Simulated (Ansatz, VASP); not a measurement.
HgH: VASP beside Ansatz

```
Hg H
1.0
     3.49844    0.00000    0.00000
    -1.74922    3.02974    0.00000
     0.00000    0.00000    5.55614
Hg H
2 2
Direct
  0.33333 0.66667 0.75000
  0.66667 0.33333 0.25000
  0.00000 0.00000 0.00000
  0.00000 0.00000 0.50000
```

Alike in both runs: functional PBE; k mesh 15 × 15 × 10; occupations gaussian, width 0.1 eV; no spin polarisation.

Ansatz relaxed the structure, and its values are those at the end. VASP's run is a single point on that final structure, the one shown.

|  | VASP | Ansatz |
| --- | --- | --- |
| version | VASP 6.6.1 | Ansatz 0.2.0 |
| potentials or method | VASP PAW PBE potentials, release 64 (Hg, H), cutoff 520 eV | scalar-relativistic, plane waves, PAW |
| valence electrons in the cell | 26 | 42 |

```tsv
	VASP	Ansatz	Ansatz less VASP
gap on the k mesh at the Fermi level (eV)	none	none	-
pressure (GPa)	0.1	0.0	-0.15
```

A gap of «none» marks a metal or a gap that the smearing closes. The functional is the same, so the differences come from potentials, cutoffs and numerics. VASP's potentials hold 26 valence electrons a cell and Ansatz's 42, so a difference there can come from the potentials and not from the codes.

Neither program's run includes spin-orbit coupling.
